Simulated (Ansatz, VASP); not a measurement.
HgTe in VASP and in Ansatz

The input INCAR:

```
PREC     = Accurate       # precision mode
ENCUT    = 520            # plane-wave cutoff, eV
EDIFF    = 1E-6           # SCF threshold, eV
ISMEAR   = 0              # smearing method
SIGMA    = 0.15           # smearing width, eV
LREAL    = F              # projectors in reciprocal space
LASPH    = T              # aspherical terms in the spheres
NELM     = 80             # most SCF steps
ALGO     = Normal         # electronic algorithm
ISIF     = 2              # what is computed and relaxed
LWAVE    = F              # write WAVECAR
LCHARG   = F              # write CHGCAR
GGA      = PE             # functional
NBANDS   = 16             # bands
```

KPOINTS

```
Automatic mesh
0
Gamma
  14 14 14
```

POSCAR

```
HgTe
1.0
    0.0000000000      3.2235000000      3.3202050000
    3.2235000000      0.0000000000      3.3202050000
    3.2235000000      3.2235000000      0.0000000000
Hg Te
1 1
Direct
    0.0000000000      0.0000000000      0.0000000000
    0.7500000000      0.7500000000      0.7500000000
```

Input for Ansatz:

```yaml
crystal:
  lattice:
    - [0.0, 3.2235, 3.320205]
    - [3.2235, 0.0, 3.320205]
    - [3.2235, 3.2235, 0.0]
  atoms:
    - { symbol: Hg, position: [0.0, 0.0, 0.0] }
    - { symbol: Te, position: [0.75, 0.75, 0.75] }
basis:
  ecutwfc: 420
kpoints:
  mp_grid: { grid: [14, 14, 14] }
hamiltonian:
  xc: pbe
scf:
  occupations: { method: gaussian, width: 0.15 }
output:
  forces: true
  stress: true
  eigenvalues: true
```

Change from the starting cell: strain +0.000 along x and y, +0.030 along z, atoms carried along.

Alike in both runs: task single point; functional PBE; k mesh 14 × 14 × 14; occupations gaussian, width 0.15 eV; no spin polarisation.

|  | VASP | Ansatz |
| --- | --- | --- |
| version | VASP 6.6.1 | Ansatz 0.2.0 |
| potentials or method | VASP PAW PBE potentials, release 64 (Hg, Te), cutoff 520 eV | scalar-relativistic, plane waves, PAW |
| valence electrons in the cell | 18 | 36 |

```csv
,VASP,Ansatz,Ansatz less VASP
gap on the k mesh at the Fermi level (eV),none,none,-
pressure (GPa),2.6,2.6,-0.06
"traceless stress, the component that is largest in VASP (GPa)",-0.28,-0.28,0.000
```

A gap of «none» marks a metal or a gap that the smearing closes. With one functional, cell and mesh, what is left measures potentials, basis and numerics. VASP's potentials hold 18 valence electrons a cell and Ansatz's 36, so a difference there can come from the potentials and not from the codes.

Spin-orbit coupling is off throughout.
